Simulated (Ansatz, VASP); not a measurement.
One calculation of BiTe3O2, two programs

```
Bi Te O
1.0
     4.42434    0.00000    0.00000
     0.00000    4.42434    0.00000
     0.00000    0.00000    8.00851
Bi Te O
1 3 2
Direct
  0.00000 0.00000 0.00000
  0.00000 0.50000 0.50424
  0.50000 0.00000 0.49576
  0.50000 0.50000 0.00000
  0.00000 0.50000 0.74190
  0.50000 0.00000 0.25810
```

Change from the starting cell: species swapped into the Ti2CuSb3 type (P-4m2, No. 115).

Alike in both runs: functional PBE; k mesh 4 × 4 × 2; occupations gaussian, width 0.1 eV; no spin polarisation.

Ansatz relaxed the structure, and its values are those at the end. VASP's run is a single point on that final structure, the one shown.

|  | VASP | Ansatz |
| --- | --- | --- |
| version | VASP 6.6.1 | Ansatz 0.2.0 |
| potentials or method | VASP PAW PBE potentials, release 64 (Bi_d, Te, O), cutoff 600 eV | scalar-relativistic, plane waves, PAW |
| valence electrons in the cell | 45 | 75 |

```tsv
	VASP	Ansatz	Ansatz less VASP
gap on the k mesh at the Fermi level (eV)	none	none	-
pressure (GPa)	-0.1	0.0	+0.02
rms of the force components (eV/Å)	0.027	0.012	-0.0155
```

A gap of «none» marks a metal or a gap that the smearing closes. With one functional, cell and mesh, what is left measures potentials, basis and numerics. VASP's potentials hold 45 valence electrons a cell and Ansatz's 75, so a difference there can come from the potentials and not from the codes.

The k mesh is coarse, so the values compare programs but aren't converged. Neither program's run includes spin-orbit coupling.
